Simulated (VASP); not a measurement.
**TaN: single point with PBEsol**

The system is TaN.

```
CELL_PARAMETERS angstrom
-0.17660 2.14096 2.14096
2.14096 -0.17660 2.14096
2.14096 2.14096 -0.17660
ATOMIC_POSITIONS crystal
Ta 0.50000 0.50000 0.50000
N 0.00000 0.00000 0.00000
```

| Quantity | Value |
| --- | --- |
| Program | VASP 6.6.1 |
| Task | single point |
| Functional | PBEsol |
| Potentials or basis | VASP PAW PBE potentials, release 64 (Ta_pv, N) |
| Cutoff | 520 eV |
| k mesh | 20 × 20 × 20 |
| Occupations | gaussian, width 0.15 eV |
| Spin | no spin polarisation |
| Dipole correction | no |
| Further INCAR settings | ALGO = Normal; EDIFF = 1e-06; NBANDS = 15 |

- Pressure: -15.0 GPa
- Band gap on the k mesh: zero (bands 8 and 9 overlap by 5.03 eV)

Stress tensor (GPa, compression positive):
```
-14.98   6.35   6.35
  6.35 -14.98   6.35
  6.35   6.35 -14.98
```

Levels at points of the mesh, in eV from the Fermi level:
| k point | band 4 | band 5 | band 6 | band 7 | band 8 | band 9 | band 10 | band 11 | band 12 | band 13 |
| --- | --- | --- | --- | --- | --- | --- | --- | --- | --- | --- |
| (0.00, 0.00, 0.00) | -18.34 | -3.67 | -3.67 | -3.07 | -2.62 | -2.62 | -1.01 | 0.35 | 0.35 | 1.93 |
| (0.50, 0.00, 0.00) | -15.56 | -9.99 | -7.39 | -6.24 | 0.74 | 0.87 | 3.58 | 4.09 | 6.75 | 7.24 |
| (0.50, 0.50, 0.00) | -17.01 | -6.42 | -5.12 | -4.70 | -3.95 | 1.85 | 2.84 | 3.81 | 4.18 | 7.03 |
| (0.50, 0.50, 0.50) | -15.21 | -9.79 | -7.80 | -7.80 | 2.42 | 2.68 | 2.68 | 3.52 | 7.76 | 7.76 |

Wall time 80 s on 1 thread of Intel(R) Xeon(R) 6975P-C (Granite Rapids), on a shared host, peak memory 0.36 GiB.

Caveat: the cell stands under tension; the PAW data sets were made with another functional, which shifts forces and pressure a little; spin-orbit coupling is left out, which moves the levels of the heavy elements.
